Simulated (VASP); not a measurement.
Runs of VASP 6.6.1 on CoO. The structure is that of space group Fm-3m (No. 225), or close to it. The cells are those of the table. 

```csv
level,potentials or basis,fixed moment (μB),cell,k mesh,gap on the mesh (eV),pressure (GPa),moment (μB)
PBE,"VASP PAW PBE potentials, release 64 (Co, O)",4.0,"a = 2.996 Å, angles 60.3°, 2 atoms",9 × 9 × 9,-,24.5,4.00
BLYP,"VASP PAW PBE potentials, release 64 (Co, O)",-,"a = 2.996 Å, angles 60.3°, 2 atoms",11 × 11 × 11,none,6.2,2.73
PBE,"VASP PAW PBE potentials, release 64 (Co, O)",-,"a = 2.976 Å, angles 60.3°, 2 atoms",11 × 11 × 11,none,(c),2.83
LDA,"VASP PAW LDA potentials, release 64 (Co, O)",-,"a = 3.035 Å, angles 60.3°, 2 atoms",11 × 11 × 11,none,-23.8,2.85
PBEsol,"VASP PAW PBE potentials, release 64 (Co, O)",-,"a = 2.976 Å, angles 60.3°, 2 atoms",11 × 11 × 11,none,-6.8,2.86
LDA,"VASP PAW LDA potentials, release 64 (Co, O)",-,"a = 2.935 Å, angles 60.3°, 2 atoms",11 × 11 × 11,none,(b),(a)
RPBE,"VASP PAW PBE potentials, release 64 (Co, O)",-,"a = 2.969 Å, angles 63.1°, 2 atoms",11 × 11 × 11,none,-0.3,2.95
```

Alike in all rows: task single point; spin collinear, ferromagnetic start; cutoff (eV) 520; smearing fermi-dirac 0.05 eV.

Estimate the missing entries.

(a) 2.30; (b) -12.8; (c) 2.9.

Caveats: a cell with one magnetic atom can't hold antiferromagnetic order, which such compounds often take; semilocal functionals often make such compounds metallic where correlation or magnetic order opens a gap, which also shifts bond lengths (some runs); the PAW data sets were made with another functional, which shifts forces and pressure a little (some runs); the total moment is fixed, so each spin has its own Fermi level (some runs).

A gap of «none» marks levels without a gap at the run's occupations.
